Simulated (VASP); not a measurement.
# AgCl (Fm-3m) in VASP: a series of runs

Runs on AgCl. Level: PBEsol. Tasks: single point, relaxation of cell and atoms.

Everything below comes from runs of VASP 6.6.1. Logs are shortened: lines on timing, memory, paths and dates and some standing lists are left out, and cuts for length are marked.

## Step 1: The cell of the first run

It takes space group Fm-3m (No. 225, cubic). Conventional cell: a = 5.389 Å, b = 5.389 Å, c = 5.389 Å, α = 90.00°, β = 90.00°, γ = 90.00°. Within 3.6 Å of Ag (site symmetry m-3m) lie 6 Cl at 2.69 Å. Cl (site symmetry m-3m) has 6 Ag at 2.69 Å within 3.6 Å.

## Step 2: Single point, PBEsol

File INCAR:

```
  PREC = Accurate
  ENCUT = 520
  EDIFF = 1E-6
  ISMEAR = 0
  SIGMA = 0.01
  LREAL = False
  LASPH = True
  NELM = 60
  ALGO = Normal
  ISIF = 2
  LWAVE = False
  LCHARG = True
  GGA = PS
  LELF = True
  LVHAR = True
  NBANDS = 16
```

File KPOINTS:

```
regular mesh
0
Gamma
  8 8 8
```

File POSCAR:

```
AgCl
1.0
    0.0000000000      2.6947308242      2.6947308242
    2.6947308242      0.0000000000      2.6947308242
    2.6947308242      2.6947308242      0.0000000000
Ag Cl
1 1
Direct
    0.0000000000      0.0000000000      0.0000000000
    0.5000000000      0.5000000000      0.5000000000
```

Potentials or basis: VASP PAW PBE potentials, release 64 (Ag, Cl).

On the command line:

```bash
cat potpaw_PBE.64/Ag/POTCAR potpaw_PBE.64/Cl/POTCAR > POTCAR
mpirun -np 1 vasp_std > vasp.out
```

OUTCAR:

```text
PREC = Accurate
   ENCUT = 520
   EDIFF = 1E-6
   ISMEAR = 0
   LREAL = False
   LASPH = True
   NELM = 60
   ISIF = 2
   GGA = PS

 ion  position               nearest neighbor table
   1  0.000  0.000  0.000-   2 2.69   2 2.69   2 2.69   2 2.69   2 2.69   2 2.69
   2  0.500  0.500  0.500-   1 2.69   1 2.69   1 2.69   1 2.69   1 2.69   1 2.69

  LATTYP: Found a face centered cubic cell.
 ALAT       =     5.3894616484

  Lattice vectors:

 A1 = (   0.0000000000,   2.6947308242,   2.6947308242)
 A2 = (   2.6947308242,   0.0000000000,   2.6947308242)
 A3 = (   2.6947308242,   2.6947308242,   0.0000000000)

Analysis of symmetry for initial positions (statically):
=====================================================================
 Subroutine PRICEL returns:
 Original cell was already a primitive cell.

 Routine SETGRP: Setting up the symmetry group for a
 face centered cubic supercell.

 Subroutine GETGRP returns: Found 48 space group operations
 (whereof 48 operations were pure point group operations)
 out of a pool of 48 trial point group operations.

The static configuration has the point symmetry O_h .

Analysis of symmetry for dynamics (positions and initial velocities):
=====================================================================
 Subroutine PRICEL returns:
 Original cell was already a primitive cell.

 Routine SETGRP: Setting up the symmetry group for a
 face centered cubic supercell.

 Subroutine GETGRP returns: Found 48 space group operations
 (whereof 48 operations were pure point group operations)
 out of a pool of 48 trial point group operations.

The dynamic configuration has the point symmetry O_h .

 Subroutine INISYM returns: Found 48 space group operations
 (whereof 48 operations are pure point group operations),
 and found     1 'primitive' translations

----------------------------------------------------------------------------------------

                                     Primitive cell

  volume of cell :      39.1360

  direct lattice vectors                    reciprocal lattice vectors
     0.000000000  2.694730824  2.694730824    -0.185547289  0.185547289  0.185547289
     2.694730824  0.000000000  2.694730824     0.185547289 -0.185547289  0.185547289
     2.694730824  2.694730824  0.000000000     0.185547289  0.185547289 -0.185547289

  length of vectors
     3.810924879  3.810924879  3.810924879     0.321377332  0.321377332  0.321377332

  position of ions in fractional coordinates (direct lattice)
     0.000000000  0.000000000  0.000000000
     0.500000000  0.500000000  0.500000000

  ion indices of the primitive-cell ions
   primitive index   ion index
                 1           1
                 2           2

----------------------------------------------------------------------------------------

 KPOINTS: regular mesh

Automatic generation of k-mesh.
 Grid dimensions read from file:
 generate k-points for:    8    8    8

 Generating k-lattice:

  Cartesian coordinates                     Fractional coordinates (reciprocal lattice)
    -0.023193411  0.023193411  0.023193411     0.125000000  0.000000000  0.000000000
     0.023193411 -0.023193411  0.023193411     0.000000000  0.125000000  0.000000000
     0.023193411  0.023193411 -0.023193411     0.000000000  0.000000000  0.125000000

  Length of vectors
     0.040172167  0.040172167  0.040172167

  Shift w.r.t. Gamma in fractional coordinates (k-lattice)
     0.000000000  0.000000000  0.000000000

 Subroutine IBZKPT returns following result:
 ===========================================

 Found     29 irreducible k-points:

 Following reciprocal coordinates:
            Coordinates               Weight
  0.000000  0.000000  0.000000      1.000000
  0.125000  0.000000  0.000000      8.000000
  0.250000  0.000000  0.000000      8.000000
  0.375000  0.000000  0.000000      8.000000
  0.500000  0.000000  0.000000      4.000000
  0.125000  0.125000  0.000000      6.000000
[... 16 lines left out ...]
  0.500000  0.250000  0.125000     48.000000
 -0.375000  0.250000  0.125000     24.000000
 [... further k-points ...]
   k-points           NKPTS =     29   k-points in BZ     NKDIM =     29   number of bands    NBANDS=     16
   number of dos      NEDOS =    301   number of ions     NIONS =      2
   total plane-waves  NPLWV =  21952
   dimension x,y,z NGX =    28 NGY =   28 NGZ =   28
   dimension x,y,z NGXF=    56 NGYF=   56 NGZF=   56
   ions per type =               1   1
   NGX,Y,Z   is equivalent  to a cutoff of  12.21, 12.21, 12.21 a.u.
   NGXF,Y,Z  is equivalent  to a cutoff of  24.43, 24.43, 24.43 a.u.
 SYSTEM =  unknown system
   PREC   = accura    normal or accurate (medium, high low for compatibility)
   ISTART =      0    job   : 0-new  1-cont  2-samecut
   ICHARG =      2    charge: 1-file 2-atom 10-const
   ISPIN  =      1    spin polarized calculation?
   LNONCOLLINEAR =      F non collinear calculations
   LSORBIT =      F    spin-orbit coupling
   LASPH  =      T    aspherical Exc in radial PAW
   ENCUT  =  520.0 eV  38.22 Ry    6.18 a.u.   7.09  7.09  7.09*2*pi/ulx,y,z
   NELM   =     60;   NELMIN=  2; NELMDL= -5     # of ELM steps
   EDIFF  = 0.1E-05   stopping-criterion for ELM
   LREAL  =      F    real-space projection
   EDIFFG = 0.1E-04   stopping-criterion for IOM
   NSW    =      0    number of steps for IOM
   IBRION =     -1    ionic relax: 0-MD 1-quasi-New 2-CG
   NFREE  =      0    steps in history (QN), initial steepest desc. (CG)
   ISIF   =      2    stress and relaxation
   ISYM   =      2    0-nonsym 1-usesym 2-fastsym
   POTIM  = 0.5000    time-step for ionic-motion
   TEBEG  =    0.0;   TEEND  =   0.0 temperature during run
   PSTRESS=    0.0 pullay stress
   NELECT =      18.0000    total number of electrons
   NUPDOWN=      -1.0000    fix difference up-down
   EMIN   =  10.00;   EMAX   =-10.00  energy-range for DOS
   EFERMI =   0.00;   METHOD = LEGACY
   ISMEAR =     0;   SIGMA  =   0.01  broadening in eV -4-tet -1-fermi 0-gaus
   EFERMI_NEDOS =   21; number of points for ismear=-14 and -15
   IALGO  =     38    algorithm
   IMIX   =      4    mixing-type and parameters
     AMIX     =   0.40;   BMIX     =  1.00
     AMIX_MAG =   1.60;   BMIX_MAG =  1.00
  volume/ion in A,a.u.               =      19.57       132.05
  Fermi-wavevector in a.u.,A,eV,Ry     =   1.263689  2.388026 21.727285  1.596910
  Thomas-Fermi vector in A             =   2.397033
   LORBIT       =      0    0 simple, 1 ext, 2 COOP (PROOUT), +10 PAW based schemes
   GGA     = PS    functional components
   LHFCALC =     F    Hartree Fock is set to
   AEXX    =    0.0000 exact exchange contribution
   IVDW    =     0    specifies the selected vdW correction
   LEPSILON=     F    determine dielectric tensor
   LRPA    =     F    only Hartree local field effects (RPA)
 non-spin polarized calculation
 Gauss-broadening in eV      SIGMA  =   0.01
  energy-cutoff  :      520.00
  volume of cell :       39.14
 maximum number of plane-waves:      1067
   NGX = 15   NGY = 15   NGZ = 15

 number of electron      18.0000008 magnetization

 Free energy of the ion-electron system (eV)
  ---------------------------------------------------
  ext. energy  EPLUGINS =         0.00000000
  ---------------------------------------------------
  free energy    TOTEN  =        -6.05355080 eV

  energy without entropy =       -6.05355080  energy(sigma->0) =       -6.05355080

 E-fermi :   4.9147     XC(G=0): -10.6711

 val. band max:        4.8578794928   @ k =   0.5000   0.0000   0.0000
 cond. band min:       5.5823140669   @ k =   0.0000   0.0000   0.0000
 fundamental gap:      0.7244345741
 Fermi energy:         4.9147436372

 k-point     1 :       0.0000    0.0000    0.0000
  band No.  band energies     occupation
      1     -10.8981      2.00000
      2       1.9950      2.00000
      3       1.9950      2.00000
      4       1.9950      2.00000
      5       2.0407      2.00000
      6       2.0407      2.00000
[... 8 lines left out ...]
     15      18.5334      0.00000
     16      18.5334      0.00000

 k-point     2 :       0.1250    0.0000    0.0000
  band No.  band energies     occupation
      1     -10.8207      2.00000
      2       1.1889      2.00000
      3       1.2657      2.00000
      4       1.2657      2.00000
      5       2.0632      2.00000
      6       2.0632      2.00000
[... 8 lines left out ...]
     15      16.9696      0.00000
     16      17.5337      0.00000

 k-point     3 :       0.2500    0.0000    0.0000
  band No.  band energies     occupation
      1     -10.6239      2.00000
      2       0.0113      2.00000
      3       0.6163      2.00000
      4       0.6163      2.00000
      5       2.2222      2.00000
      6       2.2222      2.00000
[... 8 lines left out ...]
     15      17.0877      0.00000
     16      17.5307      0.00000

 k-point     4 :       0.3750    0.0000    0.0000
  band No.  band energies     occupation
      1     -10.4108      2.00000
      2      -0.8849      2.00000
      3       0.2044      2.00000
      4       0.2044      2.00000
      5       2.3893      2.00000
      6       2.3893      2.00000
[... 8 lines left out ...]
     15      17.9256      0.00000
     16      17.9256      0.00000
[... 324 lines left out ...]
 k-point    22 :       0.3750    0.2500    0.1250
  band No.  band energies     occupation
      1     -10.5044      2.00000
      2      -0.4156      2.00000
      3       0.5239      2.00000
      4       0.9005      2.00000
      5       2.1097      2.00000
      6       2.3644      2.00000
[... 8 lines left out ...]
     15      19.0703      0.00000
     16      20.4973      0.00000

 k-point    23 :       0.5000    0.2500    0.1250
  band No.  band energies     occupation
      1     -10.3533      2.00000
      2      -0.6688      2.00000
      3       0.1910      2.00000
      4       0.4513      2.00000
      5       2.2622      2.00000
      6       2.4699      2.00000
[... 8 lines left out ...]
     15      19.2881      0.00000
     16      20.2905      0.00000

 k-point    24 :      -0.3750    0.2500    0.1250
  band No.  band energies     occupation
      1     -10.2883      2.00000
      2      -0.7504      2.00000
      3       0.1150      2.00000
      4       0.1898      2.00000
      5       2.3791      2.00000
      6       2.4604      2.00000
[... 8 lines left out ...]
     15      18.4945      0.00000
     16      20.0023      0.00000

 [... further k-points ...]

------------------------ aborting loop because EDIFF is reached ----------------------------------------

  FORCE on cell =-STRESS in cart. coord.  units (eV):
  Direction    XX          YY          ZZ          XY          YZ          ZX
  --------------------------------------------------------------------------------------
  -------------------------------------------------------------------------------------
  Total        0.4589187      0.4589187      0.4589187      0.0000000      0.0000000     -0.0000000
  in kB       18.7875507     18.7875507     18.7875507      0.0000000      0.0000000     -0.0000000
  external PRESSURE =      18.7875507 kB  Pullay stress =       0.0000000 kB

 VOLUME and BASIS-vectors are now :
 -----------------------------------------------------------------------------
  energy-cutoff  :      520.00
  volume of cell :       39.14
      direct lattice vectors                 reciprocal lattice vectors
     0.000000000  2.694730824  2.694730824    -0.185547289  0.185547289  0.185547289
     2.694730824  0.000000000  2.694730824     0.185547289 -0.185547289  0.185547289
     2.694730824  2.694730824  0.000000000     0.185547289  0.185547289 -0.185547289

 POSITION                                       TOTAL-FORCE (eV/Angst)
 -----------------------------------------------------------------------------------
      0.00000      0.00000      0.00000         0.000000      0.000000      0.000000
      2.69473      2.69473      2.69473        -0.000000     -0.000000     -0.000000
 -----------------------------------------------------------------------------------
    total drift:                                0.000000      0.000000      0.000000

  FREE ENERGIE OF THE ION-ELECTRON SYSTEM (eV)
  ---------------------------------------------------
  free  energy   TOTEN  =        -6.0535507997 eV

  energy  without entropy=       -6.0535507997  energy(sigma->0) =       -6.05355080
```

Wall time 18 s (1 thread of Intel Xeon 8259CL, shared host); peak memory 0.16 GiB.

Results:

| Quantity | Value |
| --- | --- |
| Free energy | -6.0536 eV |
| Pressure | 1.9 GPa |
| Band gap on the k mesh | 0.72 eV (least direct gap 3.35 eV) |

Levels at points of the mesh, in eV from the valence-band top:
| k point | band 5 | band 6 | band 7 | band 8 | band 9 | band 10 | band 11 | band 12 | band 13 | band 14 |
| --- | --- | --- | --- | --- | --- | --- | --- | --- | --- | --- |
| (0.00, 0.00, 0.00) | -2.82 | -2.82 | -2.70 | -2.70 | -2.70 | 0.72 | 10.71 | 10.71 | 10.71 | 11.93 |
| (0.50, 0.00, 0.00) | -2.40 | -2.40 | -2.03 | 0.00 | 0.00 | 3.78 | 6.93 | 7.35 | 7.35 | 13.64 |
| (0.50, 0.50, 0.00) | -3.29 | -2.58 | -2.25 | -2.25 | -2.10 | 2.08 | 7.73 | 8.75 | 11.80 | 11.80 |

Caveat: semilocal functionals underestimate gaps, and a narrow one can read as zero; the PAW data sets were made with another functional, which shifts forces and pressure a little.

(Continued in part 2 of 3.)
